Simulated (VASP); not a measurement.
# Rh (P6_3/mmc) in VASP: further runs

Rh is run at these levels: PBEsol; tasks: single point.

Everything below comes from runs of VASP 6.6.1. Logs are shortened: lines on timing, memory, paths and dates and some standing lists are left out, and cuts for length are marked.

**1. The cell of the first run**

Symmetry: P6_3/mmc, No. 194, hexagonal system. Conventional cell: a = 2.904 Å, b = 2.904 Å, c = 4.329 Å, α = 90.00°, β = 90.00°, γ = 120.00°. Within 3.6 Å of Rh (site symmetry -6m2) lie 12 Rh at 2.74 to 2.90 Å.

This isn't the form of Rh at room conditions, which is fcc.

**2. Single point, PBEsol (strain +0.080 along x and y, +0.000 along z)**

INCAR

```
  ALGO = Fast
  EDIFF = 1E-6
  ENCUT = 520
  GGA = PS
  ISIF = 2
  ISMEAR = 0
  LASPH = True
  LCHARG = False
  LREAL = False
  LWAVE = False
  NBANDS = 22
  NELM = 80
  PREC = Accurate
  SIGMA = 0.15
```

KPOINTS

```
k-points
0
Gamma
  24 24 14
```

POSCAR

```
Rh
1.0
    2.9038349716      0.0000000000      0.0000000000
   -1.4519174858      2.5147948538      0.0000000000
    0.0000000000      0.0000000000      4.3290202437
Rh
2
Direct
    0.6666666667      0.3333333333      0.7500000000
    0.3333333333      0.6666666667      0.2500000000
```

Potentials or basis: VASP PAW PBE potentials, release 64 (Rh_pv).

Launch:

```sh
> cat potpaw_PBE.64/Rh_pv/POTCAR > POTCAR
> mpirun -np 1 vasp_std > vasp.out
```

OUTCAR:

```text
EDIFF = 1E-6
   ENCUT = 520
   GGA = PS
   ISIF = 2
   ISMEAR = 0
   LASPH = True
   LREAL = False
   NELM = 80
   PREC = Accurate

 ion  position               nearest neighbor table
   1  0.667  0.333  0.750-   2 2.74   2 2.74   2 2.74   2 2.74   2 2.74   2 2.74
   2  0.333  0.667  0.250-   1 2.74   1 2.74   1 2.74   1 2.74   1 2.74   1 2.74

  LATTYP: Found a hexagonal cell.
 ALAT       =     2.9038349716
 C/A-ratio  =     1.4907941691

  Lattice vectors:

 A1 = (   2.9038349716,   0.0000000000,   0.0000000000)
 A2 = (  -1.4519174858,   2.5147948538,   0.0000000000)
 A3 = (   0.0000000000,   0.0000000000,   4.3290202437)

Analysis of symmetry for initial positions (statically):
=====================================================================
 Subroutine PRICEL returns:
 Original cell was already a primitive cell.

 Routine SETGRP: Setting up the symmetry group for a
 hexagonal supercell.

 Subroutine GETGRP returns: Found 24 space group operations
 (whereof 12 operations were pure point group operations)
 out of a pool of 24 trial point group operations.

The static configuration has the point symmetry D_3d.
 The point group associated with its full space group is D_6h.

Analysis of symmetry for dynamics (positions and initial velocities):
=====================================================================
 Subroutine PRICEL returns:
 Original cell was already a primitive cell.

 Routine SETGRP: Setting up the symmetry group for a
 hexagonal supercell.

 Subroutine GETGRP returns: Found 24 space group operations
 (whereof 12 operations were pure point group operations)
 out of a pool of 24 trial point group operations.

The dynamic configuration has the point symmetry D_3d.
 The point group associated with its full space group is D_6h.

 Subroutine INISYM returns: Found 24 space group operations
 (whereof 12 operations are pure point group operations),
 and found     1 'primitive' translations

----------------------------------------------------------------------------------------

                                     Primitive cell

  volume of cell :      31.6129

  direct lattice vectors                    reciprocal lattice vectors
     2.903834972  0.000000000  0.000000000     0.344372187  0.198823375  0.000000000
[... 75 lines left out ...]
   NGXF,Y,Z  is equivalent  to a cutoff of  27.48, 27.48, 24.58 a.u.
 SYSTEM =  unknown system
   PREC   = accura    normal or accurate (medium, high low for compatibility)
   ISTART =      0    job   : 0-new  1-cont  2-samecut
   ICHARG =      2    charge: 1-file 2-atom 10-const
   ISPIN  =      1    spin polarized calculation?
   LNONCOLLINEAR =      F non collinear calculations
   LSORBIT =      F    spin-orbit coupling
   LASPH  =      T    aspherical Exc in radial PAW
   ENCUT  =  520.0 eV  38.22 Ry    6.18 a.u.   5.40  5.40  8.05*2*pi/ulx,y,z
   NELM   =     80;   NELMIN=  2; NELMDL= -5     # of ELM steps
   EDIFF  = 0.1E-05   stopping-criterion for ELM
   LREAL  =      F    real-space projection
   EDIFFG = 0.1E-04   stopping-criterion for IOM
   NSW    =      0    number of steps for IOM
   IBRION =     -1    ionic relax: 0-MD 1-quasi-New 2-CG
   NFREE  =      0    steps in history (QN), initial steepest desc. (CG)
   ISIF   =      2    stress and relaxation
   ISYM   =      2    0-nonsym 1-usesym 2-fastsym
   POTIM  = 0.5000    time-step for ionic-motion
   TEBEG  =    0.0;   TEEND  =   0.0 temperature during run
   PSTRESS=    0.0 pullay stress
   NELECT =      30.0000    total number of electrons
   NUPDOWN=      -1.0000    fix difference up-down
   EMIN   =  10.00;   EMAX   =-10.00  energy-range for DOS
   EFERMI =   0.00;   METHOD = LEGACY
   ISMEAR =     0;   SIGMA  =   0.15  broadening in eV -4-tet -1-fermi 0-gaus
   EFERMI_NEDOS =   21; number of points for ismear=-14 and -15
   IALGO  =     68    algorithm
   IMIX   =      4    mixing-type and parameters
     AMIX     =   0.40;   BMIX     =  1.00
     AMIX_MAG =   1.60;   BMIX_MAG =  1.00
  volume/ion in A,a.u.               =      15.81       106.67
  Fermi-wavevector in a.u.,A,eV,Ry     =   1.608770  3.040134 35.213782  2.588140
  Thomas-Fermi vector in A             =   2.704586
   LORBIT       =      0    0 simple, 1 ext, 2 COOP (PROOUT), +10 PAW based schemes
   GGA     = PS    functional components
   LHFCALC =     F    Hartree Fock is set to
   AEXX    =    0.0000 exact exchange contribution
   IVDW    =     0    specifies the selected vdW correction
   LEPSILON=     F    determine dielectric tensor
   LRPA    =     F    only Hartree local field effects (RPA)
 non-spin polarized calculation
 RMM-DIIS sequential band-by-band and
 Gauss-broadening in eV      SIGMA  =   0.15
  energy-cutoff  :      520.00
  volume of cell :       31.61
 maximum number of plane-waves:       877
 NGX is ok and might be reduce to    24
   NGX = 11   NGY = 11   NGZ = 17

 number of electron      30.0000008 magnetization

 Free energy of the ion-electron system (eV)
  ---------------------------------------------------
  ext. energy  EPLUGINS =         0.00000000
  ---------------------------------------------------
  free energy    TOTEN  =       -15.67347479 eV

  energy without entropy =      -15.62309190  energy(sigma->0) =      -15.64828334

 E-fermi :   9.4662     XC(G=0): -13.3287

 val. band max:        9.4657704677   @ k =   0.2083   0.1250   0.5000
 cond. band min:       9.4673596139   @ k =   0.3750   0.1250   0.0000
 fundamental gap:      0.0015891462
 Fermi energy:         9.4661783617

 k-point     1 :       0.0000    0.0000    0.0000
  band No.  band energies     occupation
      1     -37.2878      2.00000
      2     -36.7952      2.00000
      3     -36.7952      2.00000
      4     -36.7296      2.00000
      5     -36.6900      2.00000
      6     -36.6900      2.00000
[... 589 lines left out ...]
     21      20.5417      0.00000
     22      22.7578      0.00000

 [... further k-points ...]
[... 5 lines left out ...]
  --------------------------------------------------------------------------------------
  -------------------------------------------------------------------------------------
  Total       -6.2974821     -6.2974821     -4.4329900     -0.0000000      0.0000000      0.0000000
  in kB     -319.1636451   -319.1636451   -224.6690386     -0.0000000      0.0000000      0.0000000
  external PRESSURE =    -287.6654429 kB  Pullay stress =       0.0000000 kB

 VOLUME and BASIS-vectors are now :
 -----------------------------------------------------------------------------
  energy-cutoff  :      520.00
  volume of cell :       31.61
      direct lattice vectors                 reciprocal lattice vectors
     2.903834972  0.000000000  0.000000000     0.344372187  0.198823375  0.000000000
    -1.451917486  2.514794854  0.000000000     0.000000000  0.397646750  0.000000000
     0.000000000  0.000000000  4.329020244     0.000000000  0.000000000  0.230999151

 POSITION                                       TOTAL-FORCE (eV/Angst)
 -----------------------------------------------------------------------------------
      1.45192      0.83826      3.24677         0.000000     -0.000000      0.000000
     -0.00000      1.67653      1.08226        -0.000000      0.000000      0.000000
 -----------------------------------------------------------------------------------
    total drift:                               -0.000000      0.000000     -0.000000

  FREE ENERGIE OF THE ION-ELECTRON SYSTEM (eV)
  ---------------------------------------------------
  free  energy   TOTEN  =       -15.6734747854 eV

  energy  without entropy=      -15.6230919017  energy(sigma->0) =      -15.64828334
```

OSZICAR:

```text
N       E                     dE             d eps       ncg     rms          rms(c)
DAV:   1     0.322441672349E+03    0.32244E+03   -0.19024E+04 21528   0.155E+03
DAV:   2    -0.994481401647E+01   -0.33239E+03   -0.32102E+03 22354   0.464E+02
DAV:   3    -0.168634127472E+02   -0.69186E+01   -0.68702E+01 24886   0.755E+01
DAV:   4    -0.169098791051E+02   -0.46466E-01   -0.46460E-01 24184   0.626E+00
DAV:   5    -0.169106080014E+02   -0.72890E-03   -0.72889E-03 25258   0.816E-01    0.115E+01
RMM:   6    -0.156954133211E+02    0.12152E+01   -0.31919E+00 21822   0.147E+01    0.314E+00
RMM:   7    -0.156804776430E+02    0.14936E-01   -0.80795E-02 22561   0.217E+00    0.166E+00
RMM:   8    -0.156738609090E+02    0.66167E-02   -0.11589E-02 23329   0.110E+00    0.205E-01
RMM:   9    -0.156734524394E+02    0.40847E-03   -0.20827E-03 24535   0.398E-01    0.451E-02
RMM:  10    -0.156734713140E+02   -0.18875E-04   -0.18032E-04 25587   0.144E-01    0.910E-03
RMM:  11    -0.156734747605E+02   -0.34465E-05   -0.40648E-05 26681   0.629E-02    0.582E-03
RMM:  12    -0.156734747854E+02   -0.24842E-07   -0.79447E-06 24302   0.297E-02
   1 F= -.15673475E+02 E0= -.15648283E+02  d E =-.503829E-01
```

Run time: 1.9 min. Hardware: 1 thread of Intel Xeon Platinum 8559C (Emerald Rapids), shared host; peak memory 0.35 GiB.

Results:

```
Free energy            : -15.6735 eV
Pressure               : -28.8 GPa
Band gap on the k mesh : zero (bands 15 and 16 overlap by 1.68 eV)
```

Levels at points of the mesh, in eV from the Fermi level:
| k point | band 13 | band 14 | band 15 | band 16 | band 17 | band 18 |
| --- | --- | --- | --- | --- | --- | --- |
| (0.00, 0.00, 0.00) | -2.00 | -1.93 | -1.93 | 0.10 | 0.10 | 1.60 |
| (0.50, 0.00, 0.00) | -1.52 | 0.00 | 0.38 | 0.69 | 2.39 | 4.09 |
| (0.00, 0.00, 0.50) | -2.38 | -2.38 | -0.32 | -0.32 | -0.32 | -0.32 |
| (0.50, 0.00, 0.50) | -0.29 | -0.29 | 0.25 | 0.25 | 2.37 | 2.37 |

Caveat: the cell differs from its parent crystal (strain +0.080 along x and y, +0.000 along z); the stress differs along the axes, from -32 to -22 GPa; the PAW data sets were made with another functional, which shifts forces and pressure a little.

**3. Single point, PBEsol (strain +0.040 along x and y, +0.080 along z)**

INCAR

```
SYSTEM = Rh
PREC = Accurate
ENCUT = 520
EDIFF = 1E-6
ISMEAR = 0
SIGMA = 0.15
LREAL = .FALSE.
LASPH = .TRUE.
NELM = 80
ALGO = Fast
ISIF = 2
LWAVE = .FALSE.
LCHARG = .FALSE.
GGA = PS
NBANDS = 22
```

KPOINTS

```
regular mesh
0
G
  24 24 14
  0 0 0
```

POSCAR

```
Rh
1.0
    2.7962855282      0.0000000000      0.0000000000
   -1.3981427641      2.4216543036      0.0000000000
    0.0000000000      0.0000000000      4.6753418632
Rh
2
Direct
    0.6666666667      0.3333333333      0.7500000000
    0.3333333333      0.6666666667      0.2500000000
```

Potentials or basis: VASP PAW PBE potentials, release 64 (Rh_pv).

Launch:

```sh
> cat potpaw_PBE.64/Rh_pv/POTCAR > POTCAR
> mpirun -np 1 vasp_std > vasp.out
```

OUTCAR:

```text
SYSTEM = Rh
   PREC = Accurate
   ENCUT = 520
   EDIFF = 1E-6
   ISMEAR = 0
   LREAL = .FALSE.
   LASPH = .TRUE.
   NELM = 80
   ISIF = 2
   GGA = PS

 ion  position               nearest neighbor table
   1  0.667  0.333  0.750-   2 2.84   2 2.84   2 2.84   2 2.84   2 2.84   2 2.84
   2  0.333  0.667  0.250-   1 2.84   1 2.84   1 2.84   1 2.84   1 2.84   1 2.84

  LATTYP: Found a hexagonal cell.
 ALAT       =     2.7962855282
 C/A-ratio  =     1.6719829989

  Lattice vectors:

 A1 = (   2.7962855282,   0.0000000000,   0.0000000000)
 A2 = (  -1.3981427641,   2.4216543036,   0.0000000000)
 A3 = (   0.0000000000,   0.0000000000,   4.6753418632)

Analysis of symmetry for initial positions (statically):
=====================================================================
 Subroutine PRICEL returns:
 Original cell was already a primitive cell.

 Routine SETGRP: Setting up the symmetry group for a
 hexagonal supercell.

 Subroutine GETGRP returns: Found 24 space group operations
 (whereof 12 operations were pure point group operations)
 out of a pool of 24 trial point group operations.

[... 157 lines left out ...]

 Free energy of the ion-electron system (eV)
  ---------------------------------------------------
  ext. energy  EPLUGINS =         0.00000000
  ---------------------------------------------------
  free energy    TOTEN  =       -15.69465106 eV

  energy without entropy =      -15.64843864  energy(sigma->0) =      -15.67154485

 E-fermi :   9.3965     XC(G=0): -13.3267

 val. band max:        9.3952761994   @ k =   0.2917   0.2500   0.0714
 cond. band min:       9.3974119512   @ k =   0.3750   0.0000   0.1429
 fundamental gap:      0.0021357518
 Fermi energy:         9.3965134443

 k-point     1 :       0.0000    0.0000    0.0000
  band No.  band energies     occupation
      1     -37.1551      2.00000
      2     -36.7881      2.00000
      3     -36.7881      2.00000
      4     -36.7363      2.00000
      5     -36.7327      2.00000
      6     -36.7327      2.00000
[... 589 lines left out ...]
     21      21.6933      0.00000
     22      22.1606      0.00000

 [... further k-points ...]
[... 5 lines left out ...]
  --------------------------------------------------------------------------------------
  -------------------------------------------------------------------------------------
  Total       -5.5885938     -5.5885938     -6.7075896      0.0000000     -0.0000000      0.0000000
  in kB     -282.8173795   -282.8173795   -339.4454789      0.0000000     -0.0000000      0.0000000
  external PRESSURE =    -301.6934126 kB  Pullay stress =       0.0000000 kB

 VOLUME and BASIS-vectors are now :
 -----------------------------------------------------------------------------
  energy-cutoff  :      520.00
  volume of cell :       31.66
      direct lattice vectors                 reciprocal lattice vectors
     2.796285528  0.000000000  0.000000000     0.357617271  0.206470428  0.000000000
    -1.398142764  2.421654304  0.000000000     0.000000000  0.412940856  0.000000000
     0.000000000  0.000000000  4.675341863     0.000000000  0.000000000  0.213888103

 POSITION                                       TOTAL-FORCE (eV/Angst)
 -----------------------------------------------------------------------------------
      1.39814      0.80722      3.50651         0.000000      0.000000      0.000000
     -0.00000      1.61444      1.16884        -0.000000     -0.000000      0.000000
 -----------------------------------------------------------------------------------
    total drift:                               -0.000000      0.000000     -0.000000

  FREE ENERGIE OF THE ION-ELECTRON SYSTEM (eV)
  ---------------------------------------------------
  free  energy   TOTEN  =       -15.6946510607 eV

  energy  without entropy=      -15.6484386407  energy(sigma->0) =      -15.67154485
```

Run time: 2.1 min. Hardware: 1 thread of Intel Xeon Platinum 8559C (Emerald Rapids), shared host; peak memory 0.35 GiB.

Results:

| Item | Value |
| --- | --- |
| Free energy | -15.6947 eV |
| Pressure | -30.2 GPa |
| Band gap on the k mesh | zero (bands 15 and 16 overlap by 2.01 eV) |

Levels at points of the mesh, in eV from the Fermi level:
| k point | band 11 | band 12 | band 13 | band 14 | band 15 | band 16 | band 17 | band 18 | band 19 | band 20 |
| --- | --- | --- | --- | --- | --- | --- | --- | --- | --- | --- |
| (0.00, 0.00, 0.00) | -2.41 | -2.05 | -2.05 | -1.33 | -1.33 | 0.15 | 0.15 | 0.58 | 6.86 | 15.96 |
| (0.50, 0.00, 0.00) | -2.28 | -1.89 | -1.63 | 0.43 | 0.48 | 0.68 | 2.70 | 4.55 | 9.21 | 9.52 |
| (0.00, 0.00, 0.50) | -2.46 | -2.46 | -2.46 | -2.46 | -0.32 | -0.32 | -0.32 | -0.32 | 13.40 | 13.40 |
| (0.50, 0.00, 0.50) | -1.22 | -1.22 | -0.19 | -0.19 | 0.60 | 0.60 | 2.50 | 2.50 | 8.11 | 8.11 |

Caveat: the cell differs from its parent crystal (strain +0.040 along x and y, +0.080 along z); the stress differs along the axes, from -34 to -28 GPa; the PAW data sets were made with another functional, which shifts forces and pressure a little.

**4. Single point, PBEsol (strain +0.080 along x and y, +0.040 along z)**

INCAR

```
PREC = Accurate ; ENCUT = 520
EDIFF = 1E-6 ; ISMEAR = 0
SIGMA = 0.15 ; LREAL = False
LASPH = True ; NELM = 60
ALGO = Fast ; ISIF = 2
LWAVE = False ; LCHARG = False
GGA = PS ; NBANDS = 22
```

KPOINTS

```
Automatic mesh
0
Gamma
  24 24 14
```

POSCAR

```
Rh
1.0
    2.9038349716      0.0000000000      0.0000000000
   -1.4519174858      2.5147948538      0.0000000000
    0.0000000000      0.0000000000      4.5021810534
Rh
2
Direct
    0.6666666667      0.3333333333      0.7500000000
    0.3333333333      0.6666666667      0.2500000000
```

Launch:

```sh
> cat potpaw_PBE.64/Rh_pv/POTCAR > POTCAR
> mpirun -np 1 vasp_std > vasp.out
```

Wall time 2.2 min (1 thread of Intel Xeon Platinum 8559C (Emerald Rapids), shared host); peak memory 0.37 GiB.

The run converged. Its results:

```yaml
Free_energy: -15.4592 eV
Pressure: -33.8 GPa
Band_gap_on_the_k_mesh: zero (bands 15 and 16 overlap by 1.72 eV)
```

Stress tensor (GPa, compression positive):
```
-34.94   0.00   0.00
  0.00 -34.94   0.00
  0.00   0.00 -31.65
```

Levels at points of the mesh, in eV from the Fermi level:
| k point | band 13 | band 14 | band 15 | band 16 | band 17 | band 18 |
| --- | --- | --- | --- | --- | --- | --- |
| (0.00, 0.00, 0.00) | -1.85 | -1.68 | -1.68 | 0.09 | 0.09 | 1.26 |
| (0.50, 0.00, 0.00) | -1.58 | 0.14 | 0.43 | 0.55 | 2.41 | 4.09 |
| (0.00, 0.00, 0.50) | -2.37 | -2.37 | -0.34 | -0.34 | -0.34 | -0.34 |
| (0.50, 0.00, 0.50) | -0.23 | -0.23 | 0.33 | 0.33 | 2.38 | 2.38 |

Caveat: the cell differs from its parent crystal (strain +0.080 along x and y, +0.040 along z); the cell stands under tension; the PAW data sets were made with another functional, which shifts forces and pressure a little.

**5. The runs side by side**

| cell | gap on the mesh (eV) | pressure (GPa) |
| --- | --- | --- |
| a = 2.904, b = 2.904, c = 4.329 Å, angles 90.0, 90.0, 120.0°, 2 atoms | none | -28.8 |
| a = 2.796, b = 2.796, c = 4.675 Å, angles 90.0, 90.0, 120.0°, 2 atoms | none | -30.2 |
| a = 2.904, b = 2.904, c = 4.502 Å, angles 90.0, 90.0, 120.0°, 2 atoms | none | -33.8 |

Alike in all rows: task single point; level PBEsol; potentials or basis VASP PAW PBE potentials, release 64 (Rh_pv); no spin polarisation; k mesh 24 × 24 × 14; cutoff (eV) 520; smearing gaussian 0.15 eV.

Caveats: the PAW data sets were made with another functional, which shifts forces and pressure a little; the stress differs along the axes, from -32 to -22 GPa (at least some runs); the stress differs along the axes, from -34 to -28 GPa (at least some runs); the cell stands under tension (at least some runs).

Total energies depend on the potentials used, so only differences within one code and one set of settings carry meaning.
